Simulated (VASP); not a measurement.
# Si16As (a cell with a defect) in VASP: single point with PBE

Aim: the single point of Si16As (a cell with a defect) with PBE.

All numbers are computed with VASP 6.6.1; they aren't measurements. Logs are shortened: lines on timing, memory, paths and dates and some standing lists are left out, and cuts for length are marked.

### Step 1. The cell of the first run

The cell holds a defect, 17 atoms: a = 7.679 Å, b = 7.679 Å, c = 7.679 Å, α = 60.00°, β = 60.00°, γ = 60.00°.

### Step 2. Single point, PBE, collinear spin, zero start

Contents of INCAR:

```
  PREC = Accurate
  ENCUT = 520
  EDIFF = 1E-6
  ISMEAR = 0
  SIGMA = 0.02
  LREAL = Auto
  LASPH = True
  NELM = 150
  ALGO = Normal
  ISIF = 2
  LWAVE = False
  LCHARG = False
  ISPIN = 2
  MAGMOM = 0 0 0 0 0 0 0 0 0 0 0 0 0 0 0 0 0
  LORBIT = 11
  GGA = PE
  NBANDS = 52
```

Contents of KPOINTS:

```
regular mesh
0
Gamma
  2 2 2
```

Contents of POSCAR:

```
Si16As
1.0
    0.0000000000      5.4300000000      5.4300000000
    5.4300000000      0.0000000000      5.4300000000
    5.4300000000      5.4300000000      0.0000000000
Si As
16 1
Direct
    0.0131416206      0.0130631676     -0.0370823204
    0.1270369245      0.1275310313      0.1075039595
   -0.0240783610     -0.0235063536      0.4765897790
    0.1014115101      0.1017162983      0.6018308471
    0.0172330571      0.4978566298     -0.0020673112
    0.1617167587      0.6120688766      0.1120917127
    0.0132977901      0.4628038674      0.5130598527
    0.1270350829      0.6074043278      0.6276354512
    0.4973886740      0.0180779926     -0.0020941989
    0.6117669429      0.1629562615      0.1115085635
    0.4624549724      0.0136153775      0.5133558932
    0.6068301105      0.1276216390      0.6277253223
    0.5227843462      0.5239134438      0.0240607735
    0.6482521179      0.6490543278      0.1492232044
    0.4973661142      0.4978011050      0.5182506446
    0.6117522099      0.6113908840      0.6631380295
    0.8115948435      0.8130042357      0.3132885820
```

Potentials or basis: VASP PAW PBE potentials, release 64 (Si, As).

On the command line:

```bash
$ cat potpaw_PBE.64/Si/POTCAR potpaw_PBE.64/As/POTCAR > POTCAR
$ mpirun -np 1 vasp_std > vasp.out
```

OUTCAR:

```text
PREC = Accurate
   ENCUT = 520
   EDIFF = 1E-6
   ISMEAR = 0
   LREAL = Auto
   LASPH = True
   NELM = 150
   ISIF = 2
   ISPIN = 2
   LORBIT = 11
   GGA = PE

 ion  position               nearest neighbor table
   1  0.013  0.013  0.963-   4 2.30   2 2.34  17 2.46   6 2.52  10 2.53
   2  0.127  0.128  0.108-   5 2.33   9 2.33   1 2.34   3 2.34
   3  0.976  0.976  0.477-   2 2.34   8 2.34  12 2.34   4 2.36
   4  0.101  0.102  0.602-   1 2.30   7 2.30  11 2.30   3 2.36
   5  0.017  0.498  0.998-   8 2.33   2 2.33   6 2.34  14 2.34
   6  0.162  0.612  0.112-  13 2.30   5 2.34  17 2.47   7 2.52   1 2.52
   7  0.013  0.463  0.513-   4 2.30   8 2.34  17 2.46   6 2.52  16 2.53
   8  0.127  0.607  0.628-   5 2.33  15 2.33   7 2.34   3 2.34
   9  0.497  0.018  0.998-  12 2.33   2 2.33  10 2.34  14 2.34
  10  0.612  0.163  0.112-  13 2.30   9 2.34  17 2.46   1 2.53  11 2.53
  11  0.462  0.014  0.513-   4 2.30  12 2.34  17 2.46  10 2.53  16 2.53
  12  0.607  0.128  0.628-   9 2.33  15 2.33  11 2.34   3 2.34
  13  0.523  0.524  0.024-  16 2.30  10 2.30   6 2.30  14 2.36
  14  0.648  0.649  0.149-  15 2.34   9 2.34   5 2.34  13 2.36
  15  0.497  0.498  0.518-  12 2.33   8 2.33  16 2.34  14 2.34
  16  0.612  0.611  0.663-  13 2.30  15 2.34  17 2.46   7 2.53  11 2.53
  17  0.812  0.813  0.313-  11 2.46  16 2.46  10 2.46   7 2.46   1 2.46   6 2.47

  LATTYP: Found a face centered cubic cell.
 ALAT       =    10.8600000000

  Lattice vectors:

 A1 = (   0.0000000000,   5.4300000000,   5.4300000000)
 A2 = (   5.4300000000,   0.0000000000,   5.4300000000)
 A3 = (   5.4300000000,   5.4300000000,   0.0000000000)

Analysis of symmetry for initial positions (statically):
=====================================================================
 Subroutine PRICEL returns:
 Original cell was already a primitive cell.

 Routine SETGRP: Setting up the symmetry group for a
 face centered cubic supercell.

 Subroutine GETGRP returns: Found  1 space group operations
 (whereof  1 operations were pure point group operations)
 out of a pool of 48 trial point group operations.

The static configuration has the point symmetry C_1 .

Analysis of symmetry for dynamics (positions and initial velocities):
=====================================================================
 Subroutine PRICEL returns:
 Original cell was already a primitive cell.

 Routine SETGRP: Setting up the symmetry group for a
 face centered cubic supercell.

 Subroutine GETGRP returns: Found  1 space group operations
 (whereof  1 operations were pure point group operations)
 out of a pool of 48 trial point group operations.

The dynamic configuration has the point symmetry C_1 .

Analysis of structural, dynamic, and magnetic symmetry:
=====================================================================
 Subroutine PRICEL returns:
 Original cell was already a primitive cell.

 Routine SETGRP: Setting up the symmetry group for a
 face centered cubic supercell.

 Subroutine GETGRP returns: Found  1 space group operations
 (whereof  1 operations were pure point group operations)
 out of a pool of 48 trial point group operations.

The overall configuration has the point symmetry C_1 .

 Subroutine INISYM returns: Found  1 space group operations
 (whereof  1 operations are pure point group operations),
 and found     1 'primitive' translations

----------------------------------------------------------------------------------------

                                     Primitive cell

  volume of cell :     320.2060

  direct lattice vectors                    reciprocal lattice vectors
     0.000000000  5.430000000  5.430000000    -0.092081031  0.092081031  0.092081031
     5.430000000  0.000000000  5.430000000     0.092081031 -0.092081031  0.092081031
     5.430000000  5.430000000  0.000000000     0.092081031  0.092081031 -0.092081031

  length of vectors
     7.679179644  7.679179644  7.679179644     0.159489025  0.159489025  0.159489025

  position of ions in fractional coordinates (direct lattice)
     0.013141621  0.013063168  0.962917680
     0.127036924  0.127531031  0.107503960
     0.975921639  0.976493646  0.476589779
     0.101411510  0.101716298  0.601830847
     0.017233057  0.497856630  0.997932689
     0.161716759  0.612068877  0.112091713
[... 9 lines left out ...]
     0.611752210  0.611390884  0.663138029
     0.811594844  0.813004236  0.313288582

  ion indices of the primitive-cell ions
   primitive index   ion index
                 1           1
                 2           2
                 3           3
                 4           4
                 5           5
                 6           6
[... 9 lines left out ...]
                16          16
                17          17

----------------------------------------------------------------------------------------

 KPOINTS: regular mesh

Automatic generation of k-mesh.
 Grid dimensions read from file:
 generate k-points for:    2    2    2

 Generating k-lattice:

  Cartesian coordinates                     Fractional coordinates (reciprocal lattice)
    -0.046040516  0.046040516  0.046040516     0.500000000  0.000000000  0.000000000
     0.046040516 -0.046040516  0.046040516     0.000000000  0.500000000  0.000000000
     0.046040516  0.046040516 -0.046040516     0.000000000  0.000000000  0.500000000

  Length of vectors
     0.079744512  0.079744512  0.079744512

  Shift w.r.t. Gamma in fractional coordinates (k-lattice)
     0.000000000  0.000000000  0.000000000

 Subroutine IBZKPT returns following result:
 ===========================================

 Found      8 irreducible k-points:

 Following reciprocal coordinates:
            Coordinates               Weight
  0.000000  0.000000  0.000000      1.000000
  0.500000  0.000000  0.000000      1.000000
  0.000000  0.500000  0.000000      1.000000
  0.000000  0.000000  0.500000      1.000000
  0.500000  0.500000  0.500000      1.000000
  0.500000  0.500000  0.000000      1.000000
  0.000000  0.500000  0.500000      1.000000
  0.500000  0.000000  0.500000      1.000000
   k-points           NKPTS =      8   k-points in BZ     NKDIM =      8   number of bands    NBANDS=     52
   number of dos      NEDOS =    301   number of ions     NIONS =     17
   total plane-waves  NPLWV = 216000
   dimension x,y,z NGX =    60 NGY =   60 NGZ =   60
   dimension x,y,z NGXF=   120 NGYF=  120 NGZF=  120
   ions per type =              16   1
   NGX,Y,Z   is equivalent  to a cutoff of  12.99, 12.99, 12.99 a.u.
   NGXF,Y,Z  is equivalent  to a cutoff of  25.98, 25.98, 25.98 a.u.
 SYSTEM =  unknown system
   PREC   = accura    normal or accurate (medium, high low for compatibility)
   ISTART =      0    job   : 0-new  1-cont  2-samecut
   ICHARG =      2    charge: 1-file 2-atom 10-const
   ISPIN  =      2    spin polarized calculation?
   LNONCOLLINEAR =      F non collinear calculations
   LSORBIT =      F    spin-orbit coupling
   LASPH  =      T    aspherical Exc in radial PAW
   ENCUT  =  520.0 eV  38.22 Ry    6.18 a.u.  14.28 14.28 14.28*2*pi/ulx,y,z
   NELM   =    150;   NELMIN=  2; NELMDL= -5     # of ELM steps
   EDIFF  = 0.1E-05   stopping-criterion for ELM
   LREAL  =      T    real-space projection
   EDIFFG = 0.1E-04   stopping-criterion for IOM
   NSW    =      0    number of steps for IOM
   IBRION =     -1    ionic relax: 0-MD 1-quasi-New 2-CG
   NFREE  =      0    steps in history (QN), initial steepest desc. (CG)
   ISIF   =      2    stress and relaxation
   ISYM   =      2    0-nonsym 1-usesym 2-fastsym
   POTIM  = 0.5000    time-step for ionic-motion
   TEBEG  =    0.0;   TEEND  =   0.0 temperature during run
   PSTRESS=    0.0 pullay stress
   NELECT =      69.0000    total number of electrons
   NUPDOWN=      -1.0000    fix difference up-down
   EMIN   =  10.00;   EMAX   =-10.00  energy-range for DOS
   EFERMI =   0.00;   METHOD = LEGACY
   ISMEAR =     0;   SIGMA  =   0.02  broadening in eV -4-tet -1-fermi 0-gaus
   EFERMI_NEDOS =   21; number of points for ismear=-14 and -15
   IALGO  =     38    algorithm
   IMIX   =      4    mixing-type and parameters
     AMIX     =   0.40;   BMIX     =  1.00
     AMIX_MAG =   1.60;   BMIX_MAG =  1.00
  volume/ion in A,a.u.               =      18.84       127.11
  Fermi-wavevector in a.u.,A,eV,Ry     =   0.981480  1.854728 13.106528  0.963303
  Thomas-Fermi vector in A             =   2.112490
   LORBIT       =     11    0 simple, 1 ext, 2 COOP (PROOUT), +10 PAW based schemes
   GGA     = PE    functional components
   LHFCALC =     F    Hartree Fock is set to
   AEXX    =    0.0000 exact exchange contribution
   IVDW    =     0    specifies the selected vdW correction
   LEPSILON=     F    determine dielectric tensor
   LRPA    =     F    only Hartree local field effects (RPA)
 spin polarized calculation
 Gauss-broadening in eV      SIGMA  =   0.02
  energy-cutoff  :      520.00
  volume of cell :      320.21
 maximum number of plane-waves:      8646
 NGX is ok and might be reduce to    60
   NGX = 29   NGY = 29   NGZ = 29

 number of electron      69.0000000 magnetization      -0.0007974

 number of electron      69.0000000 magnetization       0.0006037

 Free energy of the ion-electron system (eV)
  ---------------------------------------------------
  ext. energy  EPLUGINS =         0.00000000
  ---------------------------------------------------
  free energy    TOTEN  =       -86.67271143 eV

  energy without entropy =      -86.66728786  energy(sigma->0) =      -86.66999965

 E-fermi :   6.7635     XC(G=0):  -9.7520

 val. band max:        6.7610066083   @ k =   0.0000   0.0000   0.5000
 cond. band min:       6.7839467435   @ k =   0.0000   0.5000   0.5000
 fundamental gap:      0.0229401352
 Fermi energy:         6.7635244124

 spin component 1

 k-point     1 :       0.0000    0.0000    0.0000
  band No.  band energies     occupation
      1      -7.1677      1.00000
      2      -4.6452      1.00000
      3      -3.6761      1.00000
      4      -3.6738      1.00000
      5      -3.5086      1.00000
      6      -3.0327      1.00000
[... 38 lines left out ...]
     45       8.3867      0.00000
     46       8.7581      0.00000
[... 301 lines left out ...]
      5      -3.8509      1.00000
      6      -3.7131      1.00000
[... 38 lines left out ...]
     45      10.3085      0.00000
     46      10.3133      0.00000
 Fermi energy:         6.7635244124

 spin component 2

 k-point     1 :       0.0000    0.0000    0.0000
  band No.  band energies     occupation
      1      -7.1676      1.00000
      2      -4.6452      1.00000
      3      -3.6760      1.00000
      4      -3.6738      1.00000
      5      -3.5086      1.00000
      6      -3.0327      1.00000
[... 38 lines left out ...]
     45       8.3868      0.00000
     46       8.7582      0.00000
[... 301 lines left out ...]
      5      -3.8508      1.00000
      6      -3.7131      1.00000
[... 38 lines left out ...]
     45      10.3086      0.00000
     46      10.3133      0.00000
 [bands above 46 left out]

------------------------ aborting loop because EDIFF is reached ----------------------------------------

  FORCE on cell =-STRESS in cart. coord.  units (eV):
  Direction    XX          YY          ZZ          XY          YZ          ZX
  --------------------------------------------------------------------------------------
  -------------------------------------------------------------------------------------
  Total       10.7674246     10.7831093     10.8402952     -2.2223308     -2.3032439     -2.2700959
  in kB       53.8757012     53.9541809     54.2403156    -11.1196165    -11.5244717    -11.3586131
  external PRESSURE =      54.0233992 kB  Pullay stress =       0.0000000 kB

 VOLUME and BASIS-vectors are now :
 -----------------------------------------------------------------------------
  energy-cutoff  :      520.00
  volume of cell :      320.21
      direct lattice vectors                 reciprocal lattice vectors
     0.000000000  5.430000000  5.430000000    -0.092081031  0.092081031  0.092081031
     5.430000000  0.000000000  5.430000000     0.092081031 -0.092081031  0.092081031
     5.430000000  5.430000000  0.000000000     0.092081031  0.092081031 -0.092081031

 POSITION                                       TOTAL-FORCE (eV/Angst)
 -----------------------------------------------------------------------------------
      5.29958      5.30000      0.14229        -0.019731     -0.016325      0.012171
      1.27624      1.27356      1.38230        -0.004337     -0.000918     -0.005208
      7.89024      7.88714     10.60161         0.014930      0.014371      0.014971
      3.82026      3.81861      1.10298         0.019361      0.024136      0.024310
      8.12214      5.51235      2.79694         0.005777      0.004130      0.003332
      3.93219      1.48678      4.20166        -0.008042      0.026450      0.025194
[... 9 lines left out ...]
      6.92069      6.92265      6.64167         0.018549      0.011916     -0.006387
      6.11577      6.10812      8.82157        -0.004881     -0.000721     -0.001727
 -----------------------------------------------------------------------------------
    total drift:                                0.001371     -0.000458     -0.001504

  FREE ENERGIE OF THE ION-ELECTRON SYSTEM (eV)
  ---------------------------------------------------
  free  energy   TOTEN  =       -86.6727114346 eV

  energy  without entropy=      -86.6672878571  energy(sigma->0) =      -86.66999965

 total charge

# of ion       s       p       d       tot
------------------------------------------
    1        0.772   0.887   0.000   1.659
    2        0.744   0.951   0.000   1.695
    3        0.749   0.929   0.000   1.679
    4        0.761   0.949   0.000   1.711
    5        0.744   0.952   0.000   1.696
    6        0.772   0.887   0.000   1.659
[... 9 lines left out ...]
   16        0.773   0.886   0.000   1.659
   17        1.300   1.466   0.111   2.876
--------------------------------------------------
tot         13.420  16.252   0.111  29.782

 magnetization (x)

# of ion       s       p       d       tot
------------------------------------------
    1        0.000   0.000   0.000   0.000
    2       -0.000   0.000   0.000   0.000
    3        0.000   0.000   0.000   0.000
    4        0.000   0.000   0.000   0.000
    5        0.000   0.000   0.000   0.000
    6        0.000   0.000   0.000   0.000
[... 9 lines left out ...]
   16        0.000   0.000   0.000   0.000
   17       -0.000   0.000   0.000   0.000
--------------------------------------------------
tot          0.000   0.000   0.000   0.000
```

Run time: 11 min. Hardware: 1 thread of Intel Xeon 8259CL, shared host; peak memory 0.71 GiB.

What came out:

- Free energy: -86.6727 eV
- Pressure: 5.4 GPa
- Largest force: 0.058 eV/Å
- Net moment: 0.00 μB per cell
- Valence electrons inside the program's atomic spheres: Si 1.66, 1.70, 1.68, 1.71 (each value once); As 2.88

Forces on the atoms (eV/Å):
```
Si  -0.020 -0.016  0.012
Si  -0.004 -0.001 -0.005
Si   0.015  0.014  0.015
Si   0.019  0.024  0.024
Si   0.006  0.004  0.003
Si  -0.008  0.026  0.025
Si  -0.020  0.010 -0.015
Si  -0.004 -0.005  0.000
Si   0.010  0.002  0.000
Si   0.018 -0.005  0.012
Si   0.014 -0.025 -0.026
Si  -0.011  0.002  0.003
Si  -0.029 -0.035 -0.036
Si  -0.008 -0.008 -0.007
Si   0.008  0.000  0.002
Si   0.019  0.012 -0.006
As  -0.005 -0.001 -0.002
```

Levels at points of the mesh, in eV from the Fermi level:
Spin up:
```tsv
k point	band 30	band 31	band 32	band 33	band 34	band 35	band 36	band 37	band 38	band 39
(0.00, 0.00, 0.00)	-1.54	-1.36	-0.64	-0.60	-0.60	-0.10	-0.10	0.27	0.27	0.72
(0.50, 0.00, 0.00)	-1.63	-1.53	-1.37	-1.31	-0.74	0.00	0.67	0.87	1.06	1.27
(0.00, 0.50, 0.00)	-1.62	-1.53	-1.37	-1.31	-0.74	0.00	0.67	0.87	1.06	1.27
(0.00, 0.00, 0.50)	-1.63	-1.53	-1.37	-1.31	-0.74	0.00	0.67	0.88	1.06	1.27
(0.50, 0.50, 0.50)	-1.32	-1.32	-1.23	-1.23	-0.72	0.37	0.37	1.03	1.07	1.07
(0.50, 0.50, 0.00)	-1.96	-1.83	-1.70	-1.03	-0.88	0.02	1.23	1.34	1.74	1.80
(0.00, 0.50, 0.50)	-1.96	-1.83	-1.69	-1.04	-0.88	0.02	1.23	1.34	1.74	1.80
(0.50, 0.00, 0.50)	-1.96	-1.83	-1.69	-1.03	-0.88	0.02	1.23	1.34	1.74	1.80
```
Spin down:
```csv
k point,band 32,band 33,band 34,band 35,band 36,band 37
"(0.00, 0.00, 0.00)",-0.64,-0.60,-0.60,-0.10,-0.10,0.27
"(0.50, 0.00, 0.00)",-1.37,-1.31,-0.74,0.00,0.67,0.87
"(0.00, 0.50, 0.00)",-1.37,-1.31,-0.74,0.00,0.67,0.87
"(0.00, 0.00, 0.50)",-1.37,-1.31,-0.74,0.00,0.67,0.88
"(0.50, 0.50, 0.50)",-1.23,-1.23,-0.72,0.37,0.37,1.03
"(0.50, 0.50, 0.00)",-1.70,-1.03,-0.88,0.02,1.23,1.34
"(0.00, 0.50, 0.50)",-1.69,-1.04,-0.88,0.02,1.23,1.34
"(0.50, 0.00, 0.50)",-1.69,-1.03,-0.88,0.02,1.23,1.34
```

Caveat: the k points lie up to 0.50 Å⁻¹ apart; no moment was typed at the start, so none could form.
